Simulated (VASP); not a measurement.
# Be in VASP: further runs

Be is run at these levels: PBE; tasks: single point.

All numbers are computed with VASP 6.6.1; they aren't measurements. Logs are shortened: lines on timing, memory, paths and dates and some standing lists are left out, and cuts for length are marked.

## (1) The cell of the first run

The cell holds a slab with vacuum, 13 atoms: a = 4.580 Å, b = 4.580 Å, c = 15.588 Å, α = 90.00°, β = 90.00°, γ = 60.00°.

## (2) Single point, PBE

The input, INCAR:

```
PREC = Accurate
ENCUT = 520
EDIFF = 1E-7
ISMEAR = 0
SIGMA = 0.15
LREAL = F
LASPH = T
NELM = 100
ALGO = Normal
ISIF = 2
LWAVE = F
LCHARG = F
GGA = PE
NBANDS = 25
```

The input, KPOINTS:

```
Automatic mesh
0
Gamma
  5 5 1
```

The input, POSCAR:

```
Be
1.0
    4.5800000000      0.0000000000      0.0000000000
    2.2900000000      3.9663960000      0.0000000000
    0.0000000000      0.0000000000     15.5884300000
Be
13
Direct
    0.0000000000      0.0000000000      0.0641500780
    0.5000000000      0.0000000000      0.0641500780
    0.0000000000      0.5000000000      0.0641500780
    0.5000000000      0.5000000000      0.0641500780
   -0.1652425063      0.3343090302      0.1830283101
    0.3310555844      0.3341582636      0.1830185593
   -0.1655743811      0.8312369718      0.1809506153
    0.3371424835      0.8257163430      0.1828161656
    0.0141170087     -0.0076348907      0.2937306066
    0.4936821835     -0.0080211356      0.2937309274
   -0.0030763553      0.5058872084      0.3154547315
    0.5054914209      0.4881887739      0.3059380579
    0.7186955320      0.0626657046      0.3949391311
```

Potentials or basis: VASP PAW PBE potentials, release 64 (Be).

Started as:

```console
$ cat potpaw_PBE.64/Be/POTCAR > POTCAR
$ mpirun -np 1 vasp_std > vasp.out
```

OUTCAR:

```text
PREC = Accurate
   ENCUT = 520
   EDIFF = 1E-7
   ISMEAR = 0
   LREAL = F
   LASPH = T
   NELM = 100
   ISIF = 2
   GGA = PE

 ion  position               nearest neighbor table
   1  0.000  0.000  0.064-   7 2.25   5 2.28   8 2.28   3 2.29   3 2.29   4 2.29   4 2.29   2 2.29
                             2 2.29
   2  0.500  0.000  0.064-   7 2.25   6 2.28   8 2.28   4 2.29   3 2.29   4 2.29   3 2.29   1 2.29
                             1 2.29
   3  0.000  0.500  0.064-   7 2.25   5 2.27   6 2.27   1 2.29   1 2.29   2 2.29   2 2.29   4 2.29
                             4 2.29
   4  0.500  0.500  0.064-   8 2.26   6 2.28   5 2.28   2 2.29   1 2.29   2 2.29   1 2.29   3 2.29
                             3 2.29
   5  0.835  0.334  0.183-   9 2.20   8 2.26   3 2.27   6 2.27   7 2.28   1 2.28   4 2.28   7 2.31
                             6 2.31   8 2.32  12 2.32
   6  0.331  0.334  0.183-  10 2.20   8 2.27   3 2.27   5 2.27   7 2.28   2 2.28   4 2.28   7 2.30
                             5 2.31   8 2.31  12 2.32
   7  0.834  0.831  0.181-  10 2.22   9 2.22   3 2.25   1 2.25   2 2.25   5 2.28   6 2.28   8 2.29
                             8 2.29   6 2.30   5 2.31
   8  0.337  0.826  0.183-  10 2.15   9 2.15   4 2.26   5 2.26   6 2.27   2 2.28   1 2.28   7 2.29
                             7 2.29   6 2.31   5 2.32  12 2.34
   9  0.014  0.992  0.294-  13 2.00   8 2.15   5 2.20  10 2.20   7 2.22  12 2.29  11 2.29  12 2.31
                            11 2.34  10 2.38
  10  0.494  0.992  0.294-  13 2.00   8 2.15   9 2.20   6 2.20   7 2.22  12 2.29  11 2.29  12 2.31
                            11 2.34   9 2.38
  11  0.997  0.506  0.315-  10 2.29   9 2.29  12 2.29  12 2.30   9 2.34  10 2.34
  12  0.505  0.488  0.306-  13 2.18   9 2.29  10 2.29  11 2.29  11 2.30  10 2.31   9 2.31   6 2.32
                             5 2.32   8 2.34
  13  0.719  0.063  0.395-   9 2.00  10 2.00  12 2.18

  LATTYP: Found a hexagonal cell.
 ALAT       =     4.5799996975
 C/A-ratio  =     3.4035875611

  Lattice vectors:

 A1 = (  -2.2900000000,  -3.9663960000,   0.0000000000)
 A2 = (   4.5800000000,   0.0000000000,   0.0000000000)
 A3 = (   0.0000000000,   0.0000000000,  15.5884300000)

Analysis of symmetry for initial positions (statically):
=====================================================================
 Subroutine PRICEL returns:
 Original cell was already a primitive cell.

 Routine SETGRP: Setting up the symmetry group for a
 hexagonal supercell.

 Subroutine GETGRP returns: Found  1 space group operations
 (whereof  1 operations were pure point group operations)
 out of a pool of 24 trial point group operations.

The static configuration has the point symmetry C_1 .

Analysis of symmetry for dynamics (positions and initial velocities):
=====================================================================
 Subroutine PRICEL returns:
 Original cell was already a primitive cell.

 Routine SETGRP: Setting up the symmetry group for a
 hexagonal supercell.

 Subroutine GETGRP returns: Found  1 space group operations
 (whereof  1 operations were pure point group operations)
 out of a pool of 24 trial point group operations.

The dynamic configuration has the point symmetry C_1 .

 Subroutine INISYM returns: Found  1 space group operations
 (whereof  1 operations are pure point group operations),
 and found     1 'primitive' translations

----------------------------------------------------------------------------------------

                                     Primitive cell

  volume of cell :     283.1809

  direct lattice vectors                    reciprocal lattice vectors
     4.580000000  0.000000000  0.000000000     0.218340611 -0.126059022  0.000000000
     2.290000000  3.966396000  0.000000000     0.000000000  0.252118044  0.000000000
     0.000000000  0.000000000 15.588430000     0.000000000  0.000000000  0.064150142

  length of vectors
     4.580000000  4.579999697 15.588430000     0.252118027  0.252118044  0.064150142

[... 42 lines left out ...]
     0.043668122 -0.025211804  0.000000000     0.200000000 -0.000000000  0.000000000
     0.000000000  0.050423609  0.000000000     0.000000000  0.200000000  0.000000000
     0.000000000  0.000000000  0.064150142     0.000000000  0.000000000  1.000000000

  Length of vectors
     0.050423605  0.050423609  0.064150142

  Shift w.r.t. Gamma in fractional coordinates (k-lattice)
     0.000000000  0.000000000  0.000000000

 Subroutine IBZKPT returns following result:
 ===========================================

 Found     13 irreducible k-points:

 Following reciprocal coordinates:
            Coordinates               Weight
  0.000000  0.000000  0.000000      1.000000
  0.200000 -0.000000  0.000000      2.000000
  0.200000  0.200000  0.000000      2.000000
  0.000000  0.200000  0.000000      2.000000
  0.400000 -0.000000  0.000000      2.000000
  0.400000  0.400000  0.000000      2.000000
  0.000000  0.400000  0.000000      2.000000
  0.400000  0.200000  0.000000      2.000000
  0.200000  0.400000  0.000000      2.000000
 -0.200000  0.200000  0.000000      2.000000
 -0.400000  0.200000  0.000000      2.000000
  0.400000 -0.400000  0.000000      2.000000
 -0.200000  0.400000  0.000000      2.000000
   k-points           NKPTS =     13   k-points in BZ     NKDIM =     13   number of bands    NBANDS=     25
   number of dos      NEDOS =    301   number of ions     NIONS =     13
   total plane-waves  NPLWV = 155520
   dimension x,y,z NGX =    36 NGY =   36 NGZ =  120
   dimension x,y,z NGXF=    72 NGYF=   72 NGZF=  240
   ions per type =              13
   NGX,Y,Z   is equivalent  to a cutoff of  13.07, 13.07, 12.80 a.u.
   NGXF,Y,Z  is equivalent  to a cutoff of  26.13, 26.13, 25.60 a.u.
 SYSTEM =  unknown system
   PREC   = accura    normal or accurate (medium, high low for compatibility)
   ISTART =      0    job   : 0-new  1-cont  2-samecut
   ICHARG =      2    charge: 1-file 2-atom 10-const
   ISPIN  =      1    spin polarized calculation?
   LNONCOLLINEAR =      F non collinear calculations
   LSORBIT =      F    spin-orbit coupling
   LASPH  =      T    aspherical Exc in radial PAW
   ENCUT  =  520.0 eV  38.22 Ry    6.18 a.u.   8.52  8.52 28.98*2*pi/ulx,y,z
   NELM   =    100;   NELMIN=  2; NELMDL= -5     # of ELM steps
   EDIFF  = 0.1E-06   stopping-criterion for ELM
   LREAL  =      F    real-space projection
   EDIFFG = 0.1E-05   stopping-criterion for IOM
   NSW    =      0    number of steps for IOM
   IBRION =     -1    ionic relax: 0-MD 1-quasi-New 2-CG
   NFREE  =      0    steps in history (QN), initial steepest desc. (CG)
   ISIF   =      2    stress and relaxation
   ISYM   =      2    0-nonsym 1-usesym 2-fastsym
   POTIM  = 0.5000    time-step for ionic-motion
   TEBEG  =    0.0;   TEEND  =   0.0 temperature during run
   PSTRESS=    0.0 pullay stress
   NELECT =      26.0000    total number of electrons
   NUPDOWN=      -1.0000    fix difference up-down
   EMIN   =  10.00;   EMAX   =-10.00  energy-range for DOS
   EFERMI =   0.00;   METHOD = LEGACY
   ISMEAR =     0;   SIGMA  =   0.15  broadening in eV -4-tet -1-fermi 0-gaus
   EFERMI_NEDOS =   21; number of points for ismear=-14 and -15
   IALGO  =     38    algorithm
   IMIX   =      4    mixing-type and parameters
     AMIX     =   0.40;   BMIX     =  1.00
     AMIX_MAG =   1.60;   BMIX_MAG =  1.00
  volume/ion in A,a.u.               =      21.78       147.00
  Fermi-wavevector in a.u.,A,eV,Ry     =   0.738547  1.395651  7.421315  0.545451
  Thomas-Fermi vector in A             =   1.832495
   LORBIT       =      0    0 simple, 1 ext, 2 COOP (PROOUT), +10 PAW based schemes
   GGA     = PE    functional components
   LHFCALC =     F    Hartree Fock is set to
   AEXX    =    0.0000 exact exchange contribution
   IVDW    =     0    specifies the selected vdW correction
   LEPSILON=     F    determine dielectric tensor
   LRPA    =     F    only Hartree local field effects (RPA)
 non-spin polarized calculation
 Gauss-broadening in eV      SIGMA  =   0.15
  energy-cutoff  :      520.00
  volume of cell :      283.18
 maximum number of plane-waves:      7731
 NGX is ok and might be reduce to    36
   NGX = 17   NGY = 17   NGZ = 57

 number of electron      26.0000000 magnetization

 Free energy of the ion-electron system (eV)
  ---------------------------------------------------
  ext. energy  EPLUGINS =         0.00000000
  ---------------------------------------------------
  free energy    TOTEN  =       -43.47530935 eV

  energy without entropy =      -43.45162042  energy(sigma->0) =      -43.46346489

 E-fermi :  -0.1346     XC(G=0):  -5.3598

 val. band max:       -0.2066374085   @ k =   0.0000   0.4000   0.0000
 cond. band min:      -0.0371350898   @ k =   0.4000  -0.0000   0.0000
 fundamental gap:      0.1695023187
 Fermi energy:        -0.1346367265

 k-point     1 :       0.0000    0.0000    0.0000
  band No.  band energies     occupation
      1     -10.0162      2.00000
      2      -8.0773      2.00000
      3      -5.4239      2.00000
      4      -3.8576      2.00000
      5      -3.7939      2.00000
      6      -3.7668      2.00000
[... 353 lines left out ...]
     24       5.6687      0.00000
     25       5.7484      0.00000

------------------------ aborting loop because EDIFF is reached ----------------------------------------

  FORCE on cell =-STRESS in cart. coord.  units (eV):
  Direction    XX          YY          ZZ          XY          YZ          ZX
  --------------------------------------------------------------------------------------
  -------------------------------------------------------------------------------------
  Total       -8.4191796    -10.8966776      0.0531649      0.0015380      0.3468001      0.0086214
  in kB      -47.6339319    -61.6510895      0.3007957      0.0087018      1.9621213      0.0487779
  external PRESSURE =     -36.3280752 kB  Pullay stress =       0.0000000 kB

 VOLUME and BASIS-vectors are now :
 -----------------------------------------------------------------------------
  energy-cutoff  :      520.00
  volume of cell :      283.18
      direct lattice vectors                 reciprocal lattice vectors
     4.580000000  0.000000000  0.000000000     0.218340611 -0.126059022  0.000000000
     2.290000000  3.966396000  0.000000000     0.000000000  0.252118044  0.000000000
     0.000000000  0.000000000 15.588430000     0.000000000  0.000000000  0.064150142

 POSITION                                       TOTAL-FORCE (eV/Angst)
 -----------------------------------------------------------------------------------
      0.00000      0.00000      1.00000         0.066747     -0.011338     -0.049162
      2.29000      0.00000      1.00000        -0.066691     -0.011861     -0.049413
      1.14500      1.98320      1.00000         0.000178     -0.074168      0.039329
      3.43500      1.98320      1.00000         0.000119      0.030057      0.035929
      4.58876      1.32600      2.85312         0.000397     -0.001368      0.001704
      2.28146      1.32540      2.85297        -0.003896      0.000459      0.002507
      5.72520      3.29701      2.82074        -0.000892     -0.002112      0.002236
      3.43500      3.27512      2.84982        -0.001314     -0.001814     -0.005583
      2.33717      3.93611      4.57880         0.002724     -0.004497      0.000877
      4.53270      3.93458      4.57880        -0.006262      0.005547      0.003644
      5.72439      2.00655      4.91744        -0.000928     -0.000756      0.019120
      3.43310      1.93635      4.76909         0.010931      0.011197     -0.014193
      3.43513      0.24856      6.15648        -0.001114      0.060655      0.013005
 -----------------------------------------------------------------------------------
    total drift:                               -0.000000     -0.000002     -0.000003

  FREE ENERGIE OF THE ION-ELECTRON SYSTEM (eV)
  ---------------------------------------------------
  free  energy   TOTEN  =       -43.4753093460 eV

  energy  without entropy=      -43.4516204241  energy(sigma->0) =      -43.46346489
```

Wall time 4.7 min (1 thread of AMD EPYC 7R43 (Zen 3), shared host); peak memory 0.36 GiB.

Results:

```
Free energy            : -43.4753 eV
Largest force          : 0.084 eV/Å
Band gap on the k mesh : 0.17 eV, indirect (least direct gap 0.24 eV)
```

Forces in eV/Å, atoms in the order of the input:
```
Be   0.067 -0.011 -0.049
Be  -0.067 -0.012 -0.049
Be   0.000 -0.074  0.039
Be   0.000  0.030  0.036
Be   0.000 -0.001  0.002
Be  -0.004  0.000  0.003
Be  -0.001 -0.002  0.002
Be  -0.001 -0.002 -0.006
Be   0.003 -0.004  0.001
Be  -0.006  0.006  0.004
Be  -0.001 -0.001  0.019
Be   0.011  0.011 -0.014
Be  -0.001  0.061  0.013
```

Levels at points of the mesh, in eV from the valence-band top:
| k point | band 10 | band 11 | band 12 | band 13 | band 14 | band 15 | band 16 | band 17 |
| --- | --- | --- | --- | --- | --- | --- | --- | --- |
| (0.00, 0.00, 0.00) | -2.24 | -1.81 | -1.77 | -1.77 | 0.24 | 0.70 | 1.58 | 2.06 |

## (3) Single point, PBE

The input, INCAR:

```
SYSTEM = Be
  PREC = Accurate
  ENCUT = 520
  EDIFF = 1E-6
  ISMEAR = 0
  SIGMA = 0.15
  LREAL = .False.
  LASPH = .True.
  NELM = 60
  ALGO = Normal
  ISIF = 2
  LWAVE = .False.
  LCHARG = .True.
  GGA = PE
  LELF = .True.
  LVHAR = .True.
  NBANDS = 25
```

The input, KPOINTS:

```
regular mesh
0
Gamma
  5 5 1
  0 0 0
```

The input, POSCAR:

```
Be
1.0
    4.5800000000      0.0000000000      0.0000000000
    2.2900000000      3.9663960000      0.0000000000
    0.0000000000      0.0000000000     15.5884300000
Be
13
Direct
    0.0000000000      0.0000000000      0.0641500780
    0.5000000000      0.0000000000      0.0641500780
    0.0000000000      0.5000000000      0.0641500780
    0.5000000000      0.5000000000      0.0641500780
   -0.1671781955      0.3355996224      0.1832438546
    0.3319353494      0.3353061570      0.1832805485
   -0.1658952253      0.8321022409      0.1808869784
    0.3373169630      0.8256931481      0.1817668617
    0.0123434040     -0.0058907381      0.2931086068
    0.4939007413     -0.0067923122      0.2932775142
   -0.0033763160      0.5058491386      0.3079780966
    0.5084955347      0.4809517254      0.3132303895
    0.7723232153     -0.0432700114      0.3953596995
```

Potentials or basis: VASP PAW PBE potentials, release 64 (Be).

Started as:

```console
$ cat potpaw_PBE.64/Be/POTCAR > POTCAR
$ mpirun -np 1 vasp_std > vasp.out
```

OUTCAR:

```text
SYSTEM = Be
   PREC = Accurate
   ENCUT = 520
   EDIFF = 1E-6
   ISMEAR = 0
   LREAL = .False.
   LASPH = .True.
   NELM = 60
   ISIF = 2
   GGA = PE

 ion  position               nearest neighbor table
   1  0.000  0.000  0.064-   7 2.25   8 2.27   5 2.28   3 2.29   3 2.29   4 2.29   4 2.29   2 2.29
                             2 2.29
   2  0.500  0.000  0.064-   7 2.25   8 2.27   6 2.28   4 2.29   3 2.29   4 2.29   3 2.29   1 2.29
                             1 2.29
   3  0.000  0.500  0.064-   7 2.25   5 2.28   6 2.28   1 2.29   1 2.29   2 2.29   2 2.29   4 2.29
                             4 2.29
   4  0.500  0.500  0.064-   8 2.24   5 2.28   6 2.28   2 2.29   1 2.29   2 2.29   1 2.29   3 2.29
[... 597 lines left out ...]
  volume of cell :      283.18
      direct lattice vectors                 reciprocal lattice vectors
     4.580000000  0.000000000  0.000000000     0.218340611 -0.126059022  0.000000000
     2.290000000  3.966396000  0.000000000     0.000000000  0.252118044  0.000000000
     0.000000000  0.000000000 15.588430000     0.000000000  0.000000000  0.064150142

 POSITION                                       TOTAL-FORCE (eV/Angst)
 -----------------------------------------------------------------------------------
      0.00000      0.00000      1.00000         0.047207      0.029406     -0.058762
      2.29000      0.00000      1.00000        -0.045803      0.029427     -0.057013
      1.14500      1.98320      1.00000         0.001453     -0.096324      0.035211
      3.43500      1.98320      1.00000         0.000320     -0.006531      0.057067
      4.58285      1.33112      2.85648        -0.003038     -0.000991      0.004013
      2.28811      1.32996      2.85706        -0.006393      0.001509      0.008442
      5.72571      3.30045      2.81974        -0.004432     -0.006841     -0.000300
      3.43575      3.27503      2.83346        -0.005445     -0.011567     -0.017121
      2.33304      3.94303      4.56910         0.006040     -0.002163     -0.002887
      4.53651      3.93946      4.57174        -0.014232      0.019894     -0.002011
      5.72293      2.00640      4.80090         0.002008      0.001652      0.018650
      3.43029      1.90764      4.88277         0.022264      0.004608     -0.000536
      5.72815      3.79477      6.16304         0.000050      0.037923      0.015248
 -----------------------------------------------------------------------------------
    total drift:                                0.000001     -0.000003      0.000016

  FREE ENERGIE OF THE ION-ELECTRON SYSTEM (eV)
  ---------------------------------------------------
  free  energy   TOTEN  =       -43.4492341455 eV

  energy  without entropy=      -43.4236300323  energy(sigma->0) =      -43.43643209
```

Wall time 4.3 min (1 thread of AMD EPYC 7R43 (Zen 3), shared host); peak memory 0.35 GiB.

What came out:

```yaml
Free_energy: -43.4492 eV
Largest_force: 0.103 eV/Å
Band_gap_on_the_k_mesh: 0.14 eV, indirect (least direct gap 0.23 eV)
```

Forces in eV/Å, atoms in the order of the input:
```
Be   0.047  0.029 -0.059
Be  -0.046  0.029 -0.057
Be   0.001 -0.096  0.035
Be   0.000 -0.007  0.057
Be  -0.003 -0.001  0.004
Be  -0.006  0.002  0.008
Be  -0.004 -0.007  0.000
Be  -0.005 -0.012 -0.017
Be   0.006 -0.002 -0.003
Be  -0.014  0.020 -0.002
Be   0.002  0.002  0.019
Be   0.022  0.005 -0.001
Be   0.000  0.038  0.015
```

Levels at points of the mesh, in eV from the valence-band top:
```csv
k point,band 10,band 11,band 12,band 13,band 14,band 15,band 16,band 17
"(0.00, 0.00, 0.00)",-2.19,-1.81,-1.80,-1.77,0.21,0.57,1.37,2.34
```
